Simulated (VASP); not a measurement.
Wanted: the native input for a VASP 6.6.1 run.

```
Task                   : single point
Functional             : PBE
Dispersion             : D3(BJ)
Potentials or basis    : VASP PAW PBE potentials, release 64 (C)
Cutoff                 : 520 eV
k mesh                 : 14 × 10 × 8
Occupations            : gaussian, width 0.03 eV
Spin                   : no spin polarisation
Dipole correction      : no
Further INCAR settings : ALGO = Normal; EDIFF = 1e-06; NBANDS = 16
```

The structure of C lies in POSCAR:

```
C
1.0
   -1.2327815062      2.1341012746      0.0000000000
   -1.2327815062      0.0000000000     -3.3978816559
   -3.6983445185     -2.1341012746      0.0000000000
C
4
Direct
    0.2449494150      0.0206010210      0.9115156704
    0.7551403848     -0.0206010210      0.4217877296
    0.2523645871     -0.0097707712      0.5857915916
    0.7475456131      0.0097707712      0.0809050084
```

This cell differs from its parent crystal: atoms displaced along a vibrational mode.

The input as run:

INCAR

```
  ALGO = Normal
  EDIFF = 1E-6
  ENCUT = 520
  GGA = PE
  ISIF = 2
  ISMEAR = 0
  IVDW = 12
  LASPH = True
  LCHARG = False
  LREAL = False
  LWAVE = False
  NBANDS = 16
  NELM = 80
  PREC = Accurate
  SIGMA = 0.03
```

KPOINTS

```
k-points
0
Gamma
  14 10 8
```

Potentials or basis: VASP PAW PBE potentials, release 64 (C).

The run is started by

```bash
$ cat potpaw_PBE.64/C/POTCAR > POTCAR
$ mpirun -np 1 vasp_std > vasp.out
```

It gave:

The pressure is -0.1 GPa, the largest force is 0.839 eV/Å and the dispersion energy per atom is -0.154 eV.

Caveat: the cell differs from its parent crystal (atoms displaced along a vibrational mode).

Run time: 3.7 min on 1 thread of Intel(R) Xeon(R) Platinum 8259CL CPU @ 2.50GHz (Skylake/Cascade Lake), on a shared host, peak memory 0.33 GiB.
